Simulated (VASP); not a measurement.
# TiC (Fmmm) in VASP: single point with PBE

Aim: the single point of TiC with PBE.

All numbers are computed with VASP 6.6.1; they aren't measurements. Logs are shortened: lines on timing, memory, paths and dates and some standing lists are left out, and cuts for length are marked.

### Step 1. The cell of the first run

It takes space group Fmmm (No. 69, orthorhombic). Conventional cell: a = 4.198 Å, b = 4.328 Å, c = 4.458 Å, α = 90.00°, β = 90.00°, γ = 90.00°. Within 2.8 Å of Ti (site symmetry mmm) lie 6 C at 2.10 to 2.23 Å. Within 2.8 Å of C (site symmetry mmm) lie 6 Ti at 2.10 to 2.23 Å.

### Step 2. Single point, PBE (strain +0.0300 x Voigt [1, -1, 0, 0, 0, 0])

Contents of INCAR:

```
SYSTEM = TiC
  PREC = Accurate
  ENCUT = 520
  EDIFF = 1E-7
  ISMEAR = 0
  SIGMA = 0.15
  LREAL = .FALSE.
  LASPH = .TRUE.
  NELM = 60
  ALGO = Normal
  ISIF = 2
  LWAVE = .FALSE.
  LCHARG = .FALSE.
  GGA = PE
  NBANDS = 15
```

Contents of KPOINTS:

```
Automatic mesh
0
G
  18 18 18
  0 0 0
```

Contents of POSCAR:

```
TiC
1.0
    0.0000000000      2.0990800000      2.1640000000
    2.2289200000      0.0000000000      2.1640000000
    2.2289200000      2.0990800000      0.0000000000
Ti C
1 1
Direct
    0.0000000000      0.0000000000      0.0000000000
    0.5000000000      0.5000000000      0.5000000000
```

Potentials or basis: VASP PAW PBE potentials, release 64 (Ti_sv, C).

Command:

```console
> cat potpaw_PBE.64/Ti_sv/POTCAR potpaw_PBE.64/C/POTCAR > POTCAR
> mpirun -np 1 vasp_std > vasp.out
```

OUTCAR:

```text
SYSTEM = TiC
   PREC = Accurate
   ENCUT = 520
   EDIFF = 1E-7
   ISMEAR = 0
   LREAL = .FALSE.
   LASPH = .TRUE.
   NELM = 60
   ISIF = 2
   GGA = PE

 ion  position               nearest neighbor table
   1  0.000  0.000  0.000-   2 2.10   2 2.10   2 2.16   2 2.16   2 2.23   2 2.23
   2  0.500  0.500  0.500-   1 2.10   1 2.10   1 2.16   1 2.16   1 2.23   1 2.23

  LATTYP: Found a face centered orthorhombic cell.
 ALAT       =     4.1981600000
 B/A-ratio  =     1.0309278351
 C/A-ratio  =     1.0618556701

  Lattice vectors:

 A1 = (  -2.2289200000,   0.0000000000,  -2.1640000000)
 A2 = (  -2.2289200000,   2.0990800000,   0.0000000000)
 A3 = (   0.0000000000,   2.0990800000,  -2.1640000000)

Analysis of symmetry for initial positions (statically):
=====================================================================
 Subroutine PRICEL returns:
 Original cell was already a primitive cell.

 Routine SETGRP: Setting up the symmetry group for a
 face centered orthorhombic supercell.

 Subroutine GETGRP returns: Found  8 space group operations
 (whereof  8 operations were pure point group operations)
 out of a pool of  8 trial point group operations.

The static configuration has the point symmetry D_2h.

Analysis of symmetry for dynamics (positions and initial velocities):
=====================================================================
 Subroutine PRICEL returns:
 Original cell was already a primitive cell.

 Routine SETGRP: Setting up the symmetry group for a
 face centered orthorhombic supercell.

 Subroutine GETGRP returns: Found  8 space group operations
 (whereof  8 operations were pure point group operations)
 out of a pool of  8 trial point group operations.

The dynamic configuration has the point symmetry D_2h.

 Subroutine INISYM returns: Found  8 space group operations
 (whereof  8 operations are pure point group operations),
 and found     1 'primitive' translations

----------------------------------------------------------------------------------------

                                     Primitive cell

  volume of cell :      20.2493

  direct lattice vectors                    reciprocal lattice vectors
     0.000000000  2.099080000  2.164000000    -0.224323888  0.238199592  0.231053604
     2.228920000  0.000000000  2.164000000     0.224323888 -0.238199592  0.231053604
     2.228920000  2.099080000  0.000000000     0.224323888  0.238199592 -0.231053604

  length of vectors
     3.014802290  3.106602705  3.061735000     0.400557138  0.400557138  0.400557138

  position of ions in fractional coordinates (direct lattice)
     0.000000000  0.000000000  0.000000000
     0.500000000  0.500000000  0.500000000

  ion indices of the primitive-cell ions
   primitive index   ion index
                 1           1
                 2           2

----------------------------------------------------------------------------------------

 KPOINTS: Automatic mesh

Automatic generation of k-mesh.
 Grid dimensions read from file:
 generate k-points for:   18   18   18

 Generating k-lattice:

  Cartesian coordinates                     Fractional coordinates (reciprocal lattice)
    -0.012462438  0.013233311  0.012836311     0.055555556  0.000000000 -0.000000000
     0.012462438 -0.013233311  0.012836311     0.000000000  0.055555556  0.000000000
     0.012462438  0.013233311 -0.012836311    -0.000000000  0.000000000  0.055555556

  Length of vectors
     0.022253174  0.022253174  0.022253174

  Shift w.r.t. Gamma in fractional coordinates (k-lattice)
     0.000000000  0.000000000  0.000000000

 Subroutine IBZKPT returns following result:
 ===========================================

 Found    865 irreducible k-points:

 Following reciprocal coordinates:
            Coordinates               Weight
  0.000000  0.000000  0.000000      1.000000
  0.055556  0.000000  0.000000      8.000000
  0.111111  0.000000  0.000000      8.000000
  0.166667  0.000000  0.000000      8.000000
  0.222222  0.000000  0.000000      8.000000
  0.277778  0.000000  0.000000      8.000000
[... 16 lines left out ...]
 -0.277778  0.055556 -0.000000      8.000000
 -0.222222  0.055556 -0.000000      8.000000
 [... further k-points ...]
   k-points           NKPTS =    865   k-points in BZ     NKDIM =    865   number of bands    NBANDS=     15
   number of dos      NEDOS =    301   number of ions     NIONS =      2
   total plane-waves  NPLWV =  13824
   dimension x,y,z NGX =    24 NGY =   24 NGZ =   24
   dimension x,y,z NGXF=    48 NGYF=   48 NGZF=   48
   ions per type =               1   1
   NGX,Y,Z   is equivalent  to a cutoff of  13.23, 12.84, 13.03 a.u.
   NGXF,Y,Z  is equivalent  to a cutoff of  26.47, 25.69, 26.06 a.u.
 SYSTEM =  TiC
   PREC   = accura    normal or accurate (medium, high low for compatibility)
   ISTART =      0    job   : 0-new  1-cont  2-samecut
   ICHARG =      2    charge: 1-file 2-atom 10-const
   ISPIN  =      1    spin polarized calculation?
   LNONCOLLINEAR =      F non collinear calculations
   LSORBIT =      F    spin-orbit coupling
   LASPH  =      T    aspherical Exc in radial PAW
   ENCUT  =  520.0 eV  38.22 Ry    6.18 a.u.   5.61  5.78  5.69*2*pi/ulx,y,z
   NELM   =     60;   NELMIN=  2; NELMDL= -5     # of ELM steps
   EDIFF  = 0.1E-06   stopping-criterion for ELM
   LREAL  =      F    real-space projection
   EDIFFG = 0.1E-05   stopping-criterion for IOM
   NSW    =      0    number of steps for IOM
   IBRION =     -1    ionic relax: 0-MD 1-quasi-New 2-CG
   NFREE  =      0    steps in history (QN), initial steepest desc. (CG)
   ISIF   =      2    stress and relaxation
   ISYM   =      2    0-nonsym 1-usesym 2-fastsym
   POTIM  = 0.5000    time-step for ionic-motion
   TEBEG  =    0.0;   TEEND  =   0.0 temperature during run
   PSTRESS=    0.0 pullay stress
   NELECT =      16.0000    total number of electrons
   NUPDOWN=      -1.0000    fix difference up-down
   EMIN   =  10.00;   EMAX   =-10.00  energy-range for DOS
   EFERMI =   0.00;   METHOD = LEGACY
   ISMEAR =     0;   SIGMA  =   0.15  broadening in eV -4-tet -1-fermi 0-gaus
   EFERMI_NEDOS =   21; number of points for ismear=-14 and -15
   IALGO  =     38    algorithm
   IMIX   =      4    mixing-type and parameters
     AMIX     =   0.40;   BMIX     =  1.00
     AMIX_MAG =   1.60;   BMIX_MAG =  1.00
  volume/ion in A,a.u.               =      10.12        68.32
  Fermi-wavevector in a.u.,A,eV,Ry     =   1.513484  2.860071 31.165977  2.290635
  Thomas-Fermi vector in A             =   2.623269
   LORBIT       =      0    0 simple, 1 ext, 2 COOP (PROOUT), +10 PAW based schemes
   GGA     = PE    functional components
   LHFCALC =     F    Hartree Fock is set to
   AEXX    =    0.0000 exact exchange contribution
   IVDW    =     0    specifies the selected vdW correction
   LEPSILON=     F    determine dielectric tensor
   LRPA    =     F    only Hartree local field effects (RPA)
 non-spin polarized calculation
 Gauss-broadening in eV      SIGMA  =   0.15
  energy-cutoff  :      520.00
  volume of cell :       20.25
 maximum number of plane-waves:       560
   NGX = 11   NGY = 11   NGZ = 11

 number of electron      16.0000001 magnetization

 Free energy of the ion-electron system (eV)
  ---------------------------------------------------
  ext. energy  EPLUGINS =         0.00000000
  ---------------------------------------------------
  free energy    TOTEN  =       -18.66476277 eV

  energy without entropy =      -18.66140281  energy(sigma->0) =      -18.66308279

 E-fermi :   9.4636     XC(G=0): -12.7096

 val. band max:        9.4617532251   @ k =   0.5000   0.5000   0.0000
 cond. band min:       9.4701613554   @ k =   0.1667   0.1667   0.0000
 fundamental gap:      0.0084081303
 Fermi energy:         9.4635525841

 k-point     1 :       0.0000    0.0000    0.0000
  band No.  band energies     occupation
      1     -47.1171      2.00000
      2     -23.1864      2.00000
      3     -23.1351      2.00000
      4     -23.1023      2.00000
      5      -2.9622      2.00000
      6       9.9356      0.00001
      7      10.1601      0.00000
      8      10.3777      0.00000
      9      10.9475      0.00000
     10      11.0214      0.00000
     11      11.1288      0.00000
     12      11.2541      0.00000
     13      11.3356      0.00000
     14      20.0537      0.00000
     15      23.5272      0.00000

 k-point     2 :       0.0556    0.0000    0.0000
  band No.  band energies     occupation
      1     -47.1148      2.00000
      2     -23.1928      2.00000
      3     -23.1419      2.00000
      4     -23.1078      2.00000
      5      -2.8916      2.00000
      6       9.7168      0.01695
      7       9.8870      0.00007
      8      10.1517      0.00000
      9      10.4370      0.00000
     10      10.5937      0.00000
     11      11.3479      0.00000
     12      11.8737      0.00000
     13      12.1962      0.00000
     14      20.1804      0.00000
     15      23.5557      0.00000

 k-point     3 :       0.1111    0.0000    0.0000
  band No.  band energies     occupation
      1     -47.1084      2.00000
      2     -23.2197      2.00000
      3     -23.1605      2.00000
      4     -23.1161      2.00000
      5      -2.6834      2.00000
      6       9.0156      1.99998
      7       9.2153      1.98072
      8       9.4557      1.05900
      9      10.4642      0.00000
     10      10.6053      0.00000
     11      11.6465      0.00000
     12      12.7905      0.00000
     13      13.1681      0.00000
     14      20.5031      0.00000
     15      23.5802      0.00000
[... 343 lines left out ...]
 k-point    23 :      -0.2778    0.0556   -0.0000
  band No.  band energies     occupation
      1     -47.0681      2.00000
      2     -23.4701      2.00000
      3     -23.2126      2.00000
      4     -23.1432      2.00000
      5      -1.1366      2.00000
      6       5.8947      2.00000
      7       7.2067      2.00000
      8       7.4315      2.00000
      9      11.3449      0.00000
     10      11.7225      0.00000
     11      12.6742      0.00000
     12      15.4119      0.00000
     13      16.4694      0.00000
     14      20.1239      0.00000
     15      24.2513      0.00000

 k-point    24 :      -0.2222    0.0556   -0.0000
  band No.  band energies     occupation
      1     -47.0807      2.00000
      2     -23.3881      2.00000
      3     -23.1979      2.00000
      4     -23.1380      2.00000
      5      -1.6843      2.00000
      6       6.8001      2.00000
      7       7.6583      2.00000
      8       7.9195      2.00000
      9      10.9919      0.00000
     10      11.4004      0.00000
     11      12.3900      0.00000
     12      14.5983      0.00000
     13      15.6701      0.00000
     14      20.8008      0.00000
     15      23.7180      0.00000

 [... further k-points ...]
[... 5 lines left out ...]
  --------------------------------------------------------------------------------------
  -------------------------------------------------------------------------------------
  Total       -1.1260920      1.9444992      0.1661114      0.0000000      0.0000000      0.0000000
  in kB      -89.0991839    153.8535858     13.1431432      0.0000000      0.0000000      0.0000000
  external PRESSURE =      25.9658484 kB  Pullay stress =       0.0000000 kB

 VOLUME and BASIS-vectors are now :
 -----------------------------------------------------------------------------
  energy-cutoff  :      520.00
  volume of cell :       20.25
      direct lattice vectors                 reciprocal lattice vectors
     0.000000000  2.099080000  2.164000000    -0.224323888  0.238199592  0.231053604
     2.228920000  0.000000000  2.164000000     0.224323888 -0.238199592  0.231053604
     2.228920000  2.099080000  0.000000000     0.224323888  0.238199592 -0.231053604

 POSITION                                       TOTAL-FORCE (eV/Angst)
 -----------------------------------------------------------------------------------
      0.00000      0.00000      0.00000         0.000000      0.000000     -0.000000
      2.22892      2.09908      2.16400        -0.000000      0.000000      0.000000
 -----------------------------------------------------------------------------------
    total drift:                                0.000000     -0.000000     -0.000000

  FREE ENERGIE OF THE ION-ELECTRON SYSTEM (eV)
  ---------------------------------------------------
  free  energy   TOTEN  =       -18.6647627692 eV

  energy  without entropy=      -18.6614028128  energy(sigma->0) =      -18.66308279
```

It took 3.2 min on 1 thread of AMD EPYC 9R45 (Zen 5), shared host; peak memory 0.33 GiB.

What came out:

* Free energy: -18.6648 eV
* Pressure: 2.6 GPa
* Band gap on the k mesh: zero (bands 8 and 9 overlap by 1.63 eV)

Levels at points of the mesh, in eV from the Fermi level:
```tsv
k point	band 4	band 5	band 6	band 7	band 8	band 9	band 10	band 11	band 12	band 13
(0.00, 0.00, 0.00)	-32.57	-12.43	0.47	0.70	0.91	1.48	1.56	1.67	1.79	1.87
(0.50, 0.00, 0.00)	-32.61	-8.92	-5.86	-2.98	-2.90	2.81	3.04	4.15	7.80	8.17
(0.50, 0.50, 0.00)	-32.77	-10.15	-3.45	-1.62	-0.04	0.00	2.66	3.33	3.71	5.86
(0.50, 0.00, 0.50)	-32.81	-10.09	-3.10	-1.68	-0.27	-0.27	2.72	3.43	3.64	6.12
(0.00, 0.50, 0.50)	-32.73	-10.21	-3.75	-1.58	0.16	0.21	2.70	3.41	3.57	5.56
```

Caveat: the cell differs from its parent crystal (strain +0.0300 x Voigt [1, -1, 0, 0, 0, 0]).
